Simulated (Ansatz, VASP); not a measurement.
**Te: VASP beside Ansatz**

```
CELL_PARAMETERS angstrom
5.45158 0.00000 0.00000
-2.72579 4.72121 0.00000
0.00000 0.00000 3.16515
ATOMIC_POSITIONS crystal
Te 0.00000 0.00000 0.00000
Te 0.33333 0.66667 0.50000
Te 0.66667 0.33333 0.50000
```

Alike in both runs: functional PBEsol; k mesh 3 × 3 × 6; occupations gaussian, width 0.1 eV; no spin polarisation.

Ansatz relaxed the structure, and its values are those at the end. VASP's run is a single point on that final structure, the one shown.

```csv
,VASP,Ansatz
version,VASP 6.6.1,Ansatz 0.2.0
potentials or method,"VASP PAW PBE potentials, release 64 (Te), cutoff 520 eV","scalar-relativistic, plane waves, PAW"
valence electrons in the cell,18,48
```

```csv
,VASP,Ansatz,Ansatz less VASP
gap on the k mesh at the Fermi level (eV),none,none,-
pressure (GPa),0.3,0.3,-0.01
```

VASP's potentials were made for PBE, not for PBEsol. A gap of «none» marks a metal or a gap that the smearing closes. VASP's potentials hold 18 valence electrons a cell and Ansatz's 48, so a difference there can come from the potentials and not from the codes.

The k mesh is coarse, so the values compare programs but aren't converged. Spin-orbit coupling is off throughout.
